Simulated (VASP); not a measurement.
# InSb (F-43m) in VASP: single point with LDA

Aim: the single point of InSb with LDA.

All numbers are computed with VASP 6.6.1; they aren't measurements. Logs are shortened: lines on timing, memory, paths and dates and some standing lists are left out, and cuts for length are marked.

**The experiment to reproduce.**

From “Electronic Structure and Epitaxy of CdTe Shells on InSb Nanowires”, 2021, arxiv:2111.05126, for a bulk crystal of InSb: band gap 0.24 eV.

How close the calculation comes is told below.

## (1) The cell of the first run

It takes space group F-43m (No. 216, cubic). The conventional cell has a = 6.478 Å, b = 6.478 Å, c = 6.478 Å, α = 90.00°, β = 90.00°, γ = 90.00°. Within 3.7 Å of In (site symmetry -43m) lie 4 Sb at 2.81 Å. Within 3.7 Å of Sb (site symmetry -43m) lie 4 In at 2.81 Å.

## (2) Single point, LDA

File INCAR:

```
SYSTEM = InSb
PREC     = Accurate       ! precision mode
ENCUT    = 500            ! plane-wave cutoff, eV
EDIFF    = 1E-6           ! SCF threshold, eV
ISMEAR   = -1             ! smearing method
SIGMA    = 0.0272         ! smearing width, eV
LREAL    = .False.        ! projectors in reciprocal space
LASPH    = .True.         ! aspherical terms in the spheres
NELM     = 120            ! most SCF steps
ALGO     = Normal         ! electronic algorithm
ISIF     = 2              ! what is computed and relaxed
LWAVE    = .False.        ! write WAVECAR
LCHARG   = .True.         ! write CHGCAR
GGA      = CA             ! functional
LELF     = .True.         ! ELF
LVHAR    = .True.       
NBANDS   = 16             ! bands
GGA_COMPAT= .False.
```

File KPOINTS:

```
Automatic mesh
0
Gamma
  6 6 6
  0 0 0
```

File POSCAR:

```
InSb
1.0
    0.0000000000      3.2391000000      3.2391000000
    3.2391000000      0.0000000000      3.2391000000
    3.2391000000      3.2391000000      0.0000000000
In Sb
1 1
Direct
    0.0000000000      0.0000000000      0.0000000000
    0.7500000000      0.7500000000      0.7500000000
```

Potentials or basis: VASP PAW LDA potentials, release 64 (In_d, Sb).

The run is started by

```sh
$ cat potpaw_LDA.64/In_d/POTCAR potpaw_LDA.64/Sb/POTCAR > POTCAR
$ mpirun -np 1 vasp_std > vasp.out
```

OUTCAR:

```text
SYSTEM = InSb
   PREC = Accurate
   ENCUT = 500
   EDIFF = 1E-6
   ISMEAR = -1
   LREAL = .False.
   LASPH = .True.
   NELM = 120
   ISIF = 2
   GGA = CA

 ion  position               nearest neighbor table
   1  0.000  0.000  0.000-   2 2.81   2 2.81   2 2.81   2 2.81
   2  0.750  0.750  0.750-   1 2.81   1 2.81   1 2.81   1 2.81

  LATTYP: Found a face centered cubic cell.
 ALAT       =     6.4782000000

  Lattice vectors:

 A1 = (   0.0000000000,   3.2391000000,   3.2391000000)
 A2 = (   3.2391000000,   0.0000000000,   3.2391000000)
 A3 = (   3.2391000000,   3.2391000000,   0.0000000000)

Analysis of symmetry for initial positions (statically):
=====================================================================
 Subroutine PRICEL returns:
 Original cell was already a primitive cell.

 Routine SETGRP: Setting up the symmetry group for a
 face centered cubic supercell.

 Subroutine GETGRP returns: Found 24 space group operations
 (whereof 24 operations were pure point group operations)
 out of a pool of 48 trial point group operations.

The static configuration has the point symmetry T_d .

Analysis of symmetry for dynamics (positions and initial velocities):
=====================================================================
 Subroutine PRICEL returns:
 Original cell was already a primitive cell.

 Routine SETGRP: Setting up the symmetry group for a
 face centered cubic supercell.

 Subroutine GETGRP returns: Found 24 space group operations
 (whereof 24 operations were pure point group operations)
 out of a pool of 48 trial point group operations.

The dynamic configuration has the point symmetry T_d .

 Subroutine INISYM returns: Found 24 space group operations
 (whereof 24 operations are pure point group operations),
 and found     1 'primitive' translations

----------------------------------------------------------------------------------------

                                     Primitive cell

  volume of cell :      67.9678

  direct lattice vectors                    reciprocal lattice vectors
     0.000000000  3.239100000  3.239100000    -0.154363867  0.154363867  0.154363867
     3.239100000  0.000000000  3.239100000     0.154363867 -0.154363867  0.154363867
     3.239100000  3.239100000  0.000000000     0.154363867  0.154363867 -0.154363867

  length of vectors
     4.580779150  4.580779150  4.580779150     0.267366060  0.267366060  0.267366060

  position of ions in fractional coordinates (direct lattice)
     0.000000000  0.000000000  0.000000000
     0.750000000  0.750000000  0.750000000

  ion indices of the primitive-cell ions
   primitive index   ion index
                 1           1
                 2           2

----------------------------------------------------------------------------------------

 KPOINTS: Automatic mesh

Automatic generation of k-mesh.
 Grid dimensions read from file:
 generate k-points for:    6    6    6

 Generating k-lattice:

  Cartesian coordinates                     Fractional coordinates (reciprocal lattice)
    -0.025727311  0.025727311  0.025727311     0.166666667  0.000000000  0.000000000
     0.025727311 -0.025727311  0.025727311     0.000000000  0.166666667  0.000000000
     0.025727311  0.025727311 -0.025727311     0.000000000  0.000000000  0.166666667

  Length of vectors
     0.044561010  0.044561010  0.044561010

  Shift w.r.t. Gamma in fractional coordinates (k-lattice)
     0.000000000  0.000000000  0.000000000

 Subroutine IBZKPT returns following result:
 ===========================================

 Found     16 irreducible k-points:

 Following reciprocal coordinates:
            Coordinates               Weight
  0.000000  0.000000  0.000000      1.000000
  0.166667  0.000000  0.000000      8.000000
  0.333333  0.000000  0.000000      8.000000
  0.500000  0.000000  0.000000      4.000000
  0.166667  0.166667  0.000000      6.000000
  0.333333  0.166667  0.000000     24.000000
[... 8 lines left out ...]
 -0.333333  0.333333  0.166667     24.000000
 -0.333333  0.500000  0.166667     12.000000
   k-points           NKPTS =     16   k-points in BZ     NKDIM =     16   number of bands    NBANDS=     16
   number of dos      NEDOS =    301   number of ions     NIONS =      2
   total plane-waves  NPLWV =  46656
   dimension x,y,z NGX =    36 NGY =   36 NGZ =   36
   dimension x,y,z NGXF=    72 NGYF=   72 NGZF=   72
   ions per type =               1   1
   NGX,Y,Z   is equivalent  to a cutoff of  13.07, 13.07, 13.07 a.u.
   NGXF,Y,Z  is equivalent  to a cutoff of  26.13, 26.13, 26.13 a.u.
 SYSTEM =  InSb
   PREC   = accura    normal or accurate (medium, high low for compatibility)
   ISTART =      0    job   : 0-new  1-cont  2-samecut
   ICHARG =      2    charge: 1-file 2-atom 10-const
   ISPIN  =      1    spin polarized calculation?
   LNONCOLLINEAR =      F non collinear calculations
   LSORBIT =      F    spin-orbit coupling
   LASPH  =      T    aspherical Exc in radial PAW
   ENCUT  =  500.0 eV  36.75 Ry    6.06 a.u.   8.35  8.35  8.35*2*pi/ulx,y,z
   NELM   =    120;   NELMIN=  2; NELMDL= -5     # of ELM steps
   EDIFF  = 0.1E-05   stopping-criterion for ELM
   LREAL  =      F    real-space projection
   EDIFFG = 0.1E-04   stopping-criterion for IOM
   NSW    =      0    number of steps for IOM
   IBRION =     -1    ionic relax: 0-MD 1-quasi-New 2-CG
   NFREE  =      0    steps in history (QN), initial steepest desc. (CG)
   ISIF   =      2    stress and relaxation
   ISYM   =      2    0-nonsym 1-usesym 2-fastsym
   POTIM  = 0.5000    time-step for ionic-motion
   TEBEG  =    0.0;   TEEND  =   0.0 temperature during run
   PSTRESS=    0.0 pullay stress
   NELECT =      18.0000    total number of electrons
   NUPDOWN=      -1.0000    fix difference up-down
   EMIN   =  10.00;   EMAX   =-10.00  energy-range for DOS
   EFERMI =   0.00;   METHOD = LEGACY
   ISMEAR =    -1;   SIGMA  =   0.03  broadening in eV -4-tet -1-fermi 0-gaus
   EFERMI_NEDOS =   21; number of points for ismear=-14 and -15
   IALGO  =     38    algorithm
   IMIX   =      4    mixing-type and parameters
     AMIX     =   0.40;   BMIX     =  1.00
     AMIX_MAG =   1.60;   BMIX_MAG =  1.00
  volume/ion in A,a.u.               =      33.98       229.33
  Fermi-wavevector in a.u.,A,eV,Ry     =   1.051311  1.986690 15.037912  1.105255
  Thomas-Fermi vector in A             =   2.186349
   LORBIT       =      0    0 simple, 1 ext, 2 COOP (PROOUT), +10 PAW based schemes
   GGA     = CA    functional components
   LHFCALC =     F    Hartree Fock is set to
   AEXX    =    0.0000 exact exchange contribution
   IVDW    =     0    specifies the selected vdW correction
   LEPSILON=     F    determine dielectric tensor
   LRPA    =     F    only Hartree local field effects (RPA)
 non-spin polarized calculation
  energy-cutoff  :      500.00
  volume of cell :       67.97
 maximum number of plane-waves:      1759
 NGX is ok and might be reduce to    36
   NGX = 17   NGY = 17   NGZ = 17

 number of electron      17.9999993 magnetization

 Free energy of the ion-electron system (eV)
  ---------------------------------------------------
  ext. energy  EPLUGINS =         0.00000000
  ---------------------------------------------------
  free energy    TOTEN  =        -8.19156121 eV

  energy without entropy =       -8.19108017  energy(sigma->0) =       -8.19132069

 E-fermi :   4.9200     XC(G=0):  -8.9916

 val. band max:        4.9010975678   @ k =   0.0000   0.0000   0.0000
 cond. band min:       5.3181292416   @ k =   0.5000   0.0000   0.0000
 fundamental gap:      0.4170316738
 Fermi energy:         4.9199522833

 k-point     1 :       0.0000    0.0000    0.0000
  band No.  band energies     occupation
      1      -9.6651      2.00000
      2      -9.6651      2.00000
      3      -9.6651      2.00000
      4      -9.5781      2.00000
      5      -9.5781      2.00000
      6      -5.8743      2.00000
[... 8 lines left out ...]
     15      13.1582      0.00000
     16      13.1582      0.00000

 k-point     2 :       0.1667    0.0000    0.0000
  band No.  band energies     occupation
      1      -9.6778      2.00000
      2      -9.6596      2.00000
      3      -9.6596      2.00000
      4      -9.5784      2.00000
      5      -9.5784      2.00000
      6      -5.6245      2.00000
[... 8 lines left out ...]
     15      12.1726      0.00000
     16      12.1726      0.00000

 k-point     3 :       0.3333    0.0000    0.0000
  band No.  band energies     occupation
      1      -9.7026      2.00000
      2      -9.6498      2.00000
      3      -9.6498      2.00000
      4      -9.5777      2.00000
      5      -9.5777      2.00000
      6      -4.9779      2.00000
[... 8 lines left out ...]
     15      12.5803      0.00000
     16      12.5803      0.00000

 k-point     4 :       0.5000    0.0000    0.0000
  band No.  band energies     occupation
      1      -9.7148      2.00000
      2      -9.6459      2.00000
      3      -9.6459      2.00000
      4      -9.5764      2.00000
      5      -9.5764      2.00000
      6      -4.5027      2.00000
[... 8 lines left out ...]
     15      14.0046      0.00000
     16      14.0046      0.00000
[... 172 lines left out ...]
 k-point    14 :       0.5000    0.3333    0.1667
  band No.  band energies     occupation
      1      -9.7241      2.00000
      2      -9.6391      2.00000
      3      -9.6333      2.00000
      4      -9.5868      2.00000
      5      -9.5743      2.00000
      6      -4.4492      2.00000
[... 8 lines left out ...]
     15      13.6263      0.00000
     16      15.0362      0.00000

 k-point    15 :      -0.3333    0.3333    0.1667
  band No.  band energies     occupation
      1      -9.7297      2.00000
      2      -9.6382      2.00000
      3      -9.6286      2.00000
      4      -9.5853      2.00000
      5      -9.5763      2.00000
      6      -4.0542      2.00000
[... 8 lines left out ...]
     15      14.4216      0.00000
     16      14.8675      0.00000

 k-point    16 :      -0.3333    0.5000    0.1667
  band No.  band energies     occupation
      1      -9.7387      2.00000
      2      -9.6314      2.00000
      3      -9.6223      2.00000
      4      -9.5911      2.00000
      5      -9.5735      2.00000
      6      -3.8626      2.00000
[... 8 lines left out ...]
     15      14.5403      0.00000
     16      15.2663      0.00000

------------------------ aborting loop because EDIFF is reached ----------------------------------------

  FORCE on cell =-STRESS in cart. coord.  units (eV):
  Direction    XX          YY          ZZ          XY          YZ          ZX
  --------------------------------------------------------------------------------------
  -------------------------------------------------------------------------------------
  Total       -0.1884497     -0.1884497     -0.1884497      0.0000000      0.0000000     -0.0000000
  in kB       -4.4422509     -4.4422509     -4.4422509      0.0000000      0.0000000     -0.0000000
  external PRESSURE =      -4.4422509 kB  Pullay stress =       0.0000000 kB

 VOLUME and BASIS-vectors are now :
 -----------------------------------------------------------------------------
  energy-cutoff  :      500.00
  volume of cell :       67.97
      direct lattice vectors                 reciprocal lattice vectors
     0.000000000  3.239100000  3.239100000    -0.154363867  0.154363867  0.154363867
     3.239100000  0.000000000  3.239100000     0.154363867 -0.154363867  0.154363867
     3.239100000  3.239100000  0.000000000     0.154363867  0.154363867 -0.154363867

 POSITION                                       TOTAL-FORCE (eV/Angst)
 -----------------------------------------------------------------------------------
      0.00000      0.00000      0.00000        -0.000000     -0.000000     -0.000000
      4.85865      4.85865      4.85865         0.000000      0.000000      0.000000
 -----------------------------------------------------------------------------------
    total drift:                               -0.000000     -0.000000     -0.000000

  FREE ENERGIE OF THE ION-ELECTRON SYSTEM (eV)
  ---------------------------------------------------
  free  energy   TOTEN  =        -8.1915612087 eV

  energy  without entropy=       -8.1910801734  energy(sigma->0) =       -8.19132069
```

Run time: 33 s. Hardware: 1 thread of Intel Xeon 8259CL, shared host; peak memory 0.18 GiB.

What came out:

* Free energy: -8.1916 eV
* Pressure: -0.4 GPa
* Band gap on the k mesh: zero (filled and empty bands touch)

Levels at points of the mesh, in eV from the Fermi level:
```
           k point  band 5  band 6  band 7  band 8  band 9  band 10  band 11  band 12  band 13  band 14
(0.00, 0.00, 0.00)  -14.50  -10.79   -0.39   -0.02   -0.02    -0.02     2.89     2.89     2.89     5.51
(0.50, 0.00, 0.00)  -14.50   -9.42   -5.70   -1.03   -1.03     0.40     3.74     3.74     5.91     8.10
(0.50, 0.50, 0.00)  -14.49   -8.81   -6.00   -2.30   -2.30     1.22     1.23     8.02     8.02     8.63
```

Caveat: spin-orbit coupling is left out, which moves the levels of the heavy elements.

## (3) Comparison with measurements

Step 2. Measured gap of InSb: 0.24 eV (quoted in “Electronic Structure and Epitaxy of CdTe Shells on InSb Nanowires”, 2021, arxiv:2111.05126). This calculation gives 0.00 eV (-0.24 eV). Spin-orbit coupling on In, Sb is left out. The value is that of LDA on a finite k mesh, which can miss the band edges, without temperature or zero-point motion. Semilocal functionals fall short of measured gaps as a rule.
